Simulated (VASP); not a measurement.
Input of a VASP 6.6.1 run:

File INCAR:

```
  PREC = Accurate
  ENCUT = 520
  EDIFF = 1E-6
  ISMEAR = 0
  SIGMA = 0.1
  LREAL = False
  LASPH = True
  NELM = 100
  ALGO = Normal
  ISIF = 2
  LWAVE = False
  LCHARG = False
  NBANDS = 11
```

Contents of KPOINTS:

```
regular mesh
0
Gamma
  8 8 8
```

The input POSCAR:

```
BN
1.0
    0.0000000000      1.8130010000      1.8130010000
    1.8130010000      0.0000000000      1.8130010000
    1.8130010000      1.8130010000      0.0000000000
B N
1 1
Direct
    0.0000000000      0.0000000000      0.0000000000
    0.2500000000      0.2500000000      0.2500000000
```

Potentials or basis: VASP PAW LDA potentials, release 64 (B, N).

The run is started by

```console
$ cat potpaw_LDA.64/B/POTCAR potpaw_LDA.64/N/POTCAR > POTCAR
$ mpirun -np 1 vasp_std > vasp.out
```

(1) Predict the pressure.

(2) Estimate the band gap on the k mesh.

Answers

(1) -13.3 GPa.

(2) 4.33 eV, indirect (least direct gap 8.64 eV).
